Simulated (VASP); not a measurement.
**Cd4SbO: single point with PBE**

The system is Cd4SbO.

```
CELL_PARAMETERS angstrom
0.00000 4.49011 4.49011
4.49011 0.00000 4.49011
4.49011 4.49011 0.00000
ATOMIC_POSITIONS crystal
Cd 0.88796 0.33612 0.88796
Cd 0.88796 0.88796 0.88796
Cd 0.33612 0.88796 0.88796
Cd 0.88796 0.88796 0.33612
Sb 0.25000 0.25000 0.25000
O 0.75000 0.75000 0.75000
```

The cell was generated, and may not be a known phase.

* Program: VASP 6.6.1
* Task: single point
* Functional: PBE
* Potentials or basis: VASP PAW PBE potentials, release 64 (Cd, Sb, O)
* Cutoff: 520 eV
* k mesh: 8 × 8 × 8
* Occupations: gaussian, width 0.1 eV
* Spin: no spin polarisation
* Dipole correction: no
* Further INCAR settings: ALGO = Normal; EDIFF = 1e-06; NBANDS = 38

```
Pressure               : 0.4 GPa
Largest force          : 0.071 eV/Å
Band gap on the k mesh : zero (an odd number of electrons rules out a gap without spin polarisation)
```

Forces in eV/Å, atoms in the order of the input:
```
Cd  -0.041  0.041 -0.041
Cd   0.041  0.041  0.041
Cd   0.041 -0.041 -0.041
Cd  -0.041 -0.041  0.041
Sb   0.000  0.000  0.000
O    0.000  0.000  0.000
```

Levels at points of the mesh, in eV from the Fermi level:
| k point | band 28 | band 29 | band 30 | band 31 | band 32 | band 33 |
| --- | --- | --- | --- | --- | --- | --- |
| (0.00, 0.00, 0.00) | -1.40 | -1.40 | 0.03 | 0.03 | 0.03 | 1.67 |
| (0.50, 0.00, 0.00) | -1.88 | -1.88 | 0.74 | 0.74 | 1.43 | 2.20 |
| (0.50, 0.50, 0.00) | -1.72 | -1.68 | -0.75 | 2.04 | 2.04 | 2.18 |

Run time: 110 s on 1 thread of Intel(R) Xeon(R) 6975P-C (Granite Rapids) (shared host), peak memory 0.42 GiB.

Caveat: spin-orbit coupling is left out, which moves the levels of the heavy elements.
